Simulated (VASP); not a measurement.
# SiC in VASP: notebook

The runs below take SiC through single point, with PBE.

Program: VASP 6.6.1. These are calculated values, not measurements. Logs are shortened: lines on timing, memory, paths and dates and some standing lists are left out, and cuts for length are marked.

## (1) The cell of the first run

The cell holds a slab with vacuum, 8 atoms: a = 3.092 Å, b = 3.092 Å, c = 23.734 Å, α = 90.00°, β = 90.00°, γ = 120.00°.

## (2) Single point, PBE

INCAR

```
SYSTEM = SiC
ALGO = Normal
DIPOL = 0.5 0.5 0.343
EDIFF = 1E-7
ENCUT = 520
GGA = PE
IDIPOL = 3
ISIF = 2
ISMEAR = 0
LASPH = .True.
LCHARG = .False.
LDIPOL = .True.
LREAL = .False.
LWAVE = .False.
NBANDS = 26
NELM = 60
PREC = Accurate
SIGMA = 0.05
```

KPOINTS

```
k-points
0
Gamma
  9 9 1
  0 0 0
```

POSCAR

```
SiC
1.0
    3.0920147208      0.0000000000      0.0000000000
   -1.5460073604      2.6777632971      0.0000000000
    0.0000000000      0.0000000000     23.7337106667
C Si
4 4
Direct
    0.3333333333      0.6666666667      0.1685366463
    0.6666666667      0.3333333333      0.2754272413
    0.3333333333      0.6666666667      0.3835926047
    0.6666666667      0.3333333333      0.4915765751
    0.6666666667      0.3333333333      0.1950728568
    0.3333333333      0.6666666667      0.3019634518
    0.6666666667      0.3333333333      0.4085741933
    0.3333333333      0.6666666667      0.5154571419
```

Potentials or basis: VASP PAW PBE potentials, release 64 (C, Si).

The run is started by

```bash
$ cat potpaw_PBE.64/C/POTCAR potpaw_PBE.64/Si/POTCAR > POTCAR
$ mpirun -np 1 vasp_std > vasp.out
```

OUTCAR:

```text
SYSTEM = SiC
   EDIFF = 1E-7
   ENCUT = 520
   GGA = PE
   ISIF = 2
   ISMEAR = 0
   LASPH = .True.
   LREAL = .False.
   NELM = 60
   PREC = Accurate

 ion  position               nearest neighbor table
   1  0.333  0.667  0.169-   5 1.89   5 1.89   5 1.89
   2  0.667  0.333  0.275-   6 1.89   6 1.89   6 1.89   5 1.91
   3  0.333  0.667  0.384-   7 1.88   7 1.88   7 1.88   6 1.94
   4  0.667  0.333  0.492-   8 1.87   8 1.87   8 1.87   7 1.97
   5  0.667  0.333  0.195-   1 1.89   1 1.89   1 1.89   2 1.91   6 3.10   6 3.10   6 3.10
   6  0.333  0.667  0.302-   2 1.89   2 1.89   2 1.89   3 1.94   7 3.10   7 3.10   7 3.10   5 3.10
                             5 3.10   5 3.10
   7  0.667  0.333  0.409-   3 1.88   3 1.88   3 1.88   4 1.97   6 3.10   6 3.10   6 3.10   8 3.10
                             8 3.10   8 3.10
   8  0.333  0.667  0.515-   4 1.87   4 1.87   4 1.87   7 3.10   7 3.10   7 3.10

  LATTYP: Found a hexagonal cell.
 ALAT       =     3.0920147208
 C/A-ratio  =     7.6758077855

  Lattice vectors:

 A1 = (   3.0920147208,   0.0000000000,   0.0000000000)
 A2 = (  -1.5460073604,   2.6777632971,   0.0000000000)
 A3 = (   0.0000000000,   0.0000000000,  23.7337106667)

Analysis of symmetry for initial positions (statically):
=====================================================================
 Subroutine PRICEL returns:
 Original cell was already a primitive cell.

 Routine SETGRP: Setting up the symmetry group for a
 hexagonal supercell.

 Subroutine GETGRP returns: Found  6 space group operations
 (whereof  6 operations were pure point group operations)
 out of a pool of 24 trial point group operations.

The static configuration has the point symmetry C_3v.

Analysis of symmetry for dynamics (positions and initial velocities):
=====================================================================
 Subroutine PRICEL returns:
 Original cell was already a primitive cell.

 Routine SETGRP: Setting up the symmetry group for a
 hexagonal supercell.

 Subroutine GETGRP returns: Found  6 space group operations
 (whereof  6 operations were pure point group operations)
 out of a pool of 24 trial point group operations.

The dynamic configuration has the point symmetry C_3v.

 Subroutine INISYM returns: Found  6 space group operations
 (whereof  6 operations are pure point group operations),
 and found     1 'primitive' translations

----------------------------------------------------------------------------------------

                                     Primitive cell

[... 104 lines left out ...]
   ISMEAR =     0;   SIGMA  =   0.05  broadening in eV -4-tet -1-fermi 0-gaus
   EFERMI_NEDOS =   21; number of points for ismear=-14 and -15
   IALGO  =     38    algorithm
   IMIX   =      4    mixing-type and parameters
     AMIX     =   0.40;   BMIX     =  1.00
     AMIX_MAG =   1.60;   BMIX_MAG =  1.00
  volume/ion in A,a.u.               =      24.56       165.76
  Fermi-wavevector in a.u.,A,eV,Ry     =   0.893988  1.689392 10.873974  0.799215
  Thomas-Fermi vector in A             =   2.016136
   LORBIT       =      0    0 simple, 1 ext, 2 COOP (PROOUT), +10 PAW based schemes
   GGA     = PE    functional components
   LHFCALC =     F    Hartree Fock is set to
   AEXX    =    0.0000 exact exchange contribution
   IVDW    =     0    specifies the selected vdW correction
   LEPSILON=     F    determine dielectric tensor
   LRPA    =     F    only Hartree local field effects (RPA)
 non-spin polarized calculation
 Gauss-broadening in eV      SIGMA  =   0.05
  energy-cutoff  :      520.00
  volume of cell :      196.51
 maximum number of plane-waves:      5306
 NGX is ok and might be reduce to    24
   NGX = 11   NGY = 11   NGZ = 89

 dipolmoment           0.000000      0.000000      0.012375 electrons x Angstroem

 number of electron      32.0000001 magnetization

 dipolmoment           0.000000      0.000000     -0.108530 electrons x Angstroem

 Free energy of the ion-electron system (eV)
  ---------------------------------------------------
  ext. energy  EPLUGINS =         0.00000000
  ---------------------------------------------------
  free energy    TOTEN  =       -55.99347846 eV

  energy without entropy =      -55.98548760  energy(sigma->0) =      -55.98948303

 E-fermi :   0.6999     XC(G=0):  -5.5850

 val. band max:        0.6672201040   @ k =   0.4444   0.1111   0.0000
 cond. band min:       0.7107392687   @ k =   0.3333   0.2222   0.0000
 fundamental gap:      0.0435191647
 Fermi energy:         0.6998824482

 k-point     1 :       0.0000    0.0000    0.0000
  band No.  band energies     occupation
      1     -15.6854      2.00000
      2     -14.6718      2.00000
      3     -13.5723      2.00000
      4     -11.8408      2.00000
      5      -8.0052      2.00000
      6      -5.6647      2.00000
[... 337 lines left out ...]
     25       8.5427      0.00000
     26       9.0556      0.00000

------------------------ aborting loop because EDIFF is reached ----------------------------------------

 vacuum level on the upper side and lower side of the slab       (xc-potential included)        -1.241         1.063

  FORCE on cell =-STRESS in cart. coord.  units (eV):
  Direction    XX          YY          ZZ          XY          YZ          ZX
  --------------------------------------------------------------------------------------
  -------------------------------------------------------------------------------------
  Total        0.2170757      0.2170757     -0.8211298      0.0000000     -0.0000000      0.0000000
  in kB        1.7698740      1.7698740     -6.6948833      0.0000000     -0.0000000      0.0000000
  external PRESSURE =      -1.0517117 kB  Pullay stress =       0.0000000 kB

 VOLUME and BASIS-vectors are now :
 -----------------------------------------------------------------------------
  energy-cutoff  :      520.00
  volume of cell :      196.51
      direct lattice vectors                 reciprocal lattice vectors
     3.092014721  0.000000000  0.000000000     0.323413725  0.186723001  0.000000000
    -1.546007360  2.677763297  0.000000000     0.000000000  0.373446003  0.000000000
     0.000000000  0.000000000 23.733710667     0.000000000  0.000000000  0.042134162

 POSITION                                       TOTAL-FORCE (eV/Angst)
 -----------------------------------------------------------------------------------
     -0.00000      1.78518      4.00000         0.000000     -0.000000      2.410476
      1.54601      0.89259      6.53691        -0.000000      0.000000      1.277486
     -0.00000      1.78518      9.10408         0.000000     -0.000000     -0.008732
      1.54601      0.89259     11.66694        -0.000000      0.000000      0.006259
      1.54601      0.89259      4.62980        -0.000000      0.000000     -3.011571
     -0.00000      1.78518      7.16671         0.000000     -0.000000     -0.675330
      1.54601      0.89259      9.69698        -0.000000      0.000000      0.009113
     -0.00000      1.78518     12.23371        -0.000000      0.000000     -0.007702
 -----------------------------------------------------------------------------------
    total drift:                               -0.000000     -0.000000     -0.000527

  FREE ENERGIE OF THE ION-ELECTRON SYSTEM (eV)
  ---------------------------------------------------
  free  energy   TOTEN  =       -55.9934784563 eV

  energy  without entropy=      -55.9854876041  energy(sigma->0) =      -55.98948303

 vacuum level on the upper side and lower side of the slab         4.873         7.238
```

OSZICAR:

```text
N       E                     dE             d eps       ncg     rms          rms(c)
DAV:   1     0.165953668385E+03    0.16595E+03   -0.12640E+04   624   0.990E+02
DAV:   2    -0.438442313759E+02   -0.20980E+03   -0.19431E+03   868   0.207E+02
DAV:   3    -0.645004928404E+02   -0.20656E+02   -0.20258E+02   840   0.639E+01
[... 47 lines left out ...]
DAV:  51    -0.559934774621E+02   -0.10790E-05   -0.13648E-07   660   0.278E-03    0.477E-03
DAV:  52    -0.559934777677E+02   -0.30559E-06   -0.78782E-08   568   0.148E-03    0.388E-03
DAV:  53    -0.559934780612E+02   -0.29346E-06   -0.19443E-08   544   0.868E-04    0.275E-03
DAV:  54    -0.559934783909E+02   -0.32966E-06   -0.17213E-08   522   0.685E-04    0.228E-03
DAV:  55    -0.559934784563E+02   -0.65493E-07   -0.52496E-09   554   0.586E-04
   1 F= -.55993478E+02 E0= -.55989483E+02  d E =-.799085E-02
```

It took 1.9 min on 1 thread of Intel Xeon 6975P-C (Granite Rapids), shared host; peak memory 0.3 GiB.

Results:

```
Free energy            : -55.9935 eV
Largest force          : 3.012 eV/Å
Band gap on the k mesh : zero (band 16 reaches 0.87 eV, above the bottom of band 17 at 0.55 eV)
```

Forces on the atoms (eV/Å):
```
C    0.000  0.000  2.410
C    0.000  0.000  1.277
C    0.000  0.000 -0.009
C    0.000  0.000  0.006
Si   0.000  0.000 -3.012
Si   0.000  0.000 -0.675
Si   0.000  0.000  0.009
Si   0.000  0.000 -0.008
```

(Continued in part 2 of 2.)
